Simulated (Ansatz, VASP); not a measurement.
**One calculation of HfGe3W2, two programs**

```xyz
6
Lattice="3.6924 0.0000 0.0000 0.0000 3.6924 0.0000 0.0000 0.0000 9.9503" Properties=species:S:1:pos:R:3 pbc="T T T"
Hf    0.0000    0.0000    4.9752
Ge    1.8462    1.8462    7.4009
Ge    1.8462    1.8462    2.5495
Ge    1.8462    1.8462    0.0000
W     0.0000    0.0000    0.0000
W     1.8462    1.8462    4.9752
```

Alike in both runs: functional PBE; k mesh 4 × 4 × 2; occupations gaussian, width 0.1 eV; no spin polarisation.

Ansatz relaxed the structure, and its values are those at the end. VASP's run is a single point on that final structure, the one shown.

```csv
,VASP,Ansatz
version,VASP 6.6.1,Ansatz 0.2.0
potentials or method,"VASP PAW PBE potentials, release 64 (Hf_pv, Ge_d, W_sv), cutoff 520 eV","scalar-relativistic, plane waves, PAW"
valence electrons in the cell,80,96
```

Ansatz gave:

| Item | Value |
| --- | --- |
| gap on the k mesh at the Fermi level (eV) | none |
| pressure (GPa) | 0.1 |

**Question.** Estimate VASP's values.

**Answer.** gap on the k mesh at the Fermi level (eV): none; pressure (GPa): 0.0.

A gap of «none» marks a metal or a gap that the smearing closes. VASP's potentials hold 80 valence electrons a cell and Ansatz's 96, so a difference there can come from the potentials and not from the codes.

The k mesh is coarse, so the values compare programs but aren't converged. Neither program's run includes spin-orbit coupling.
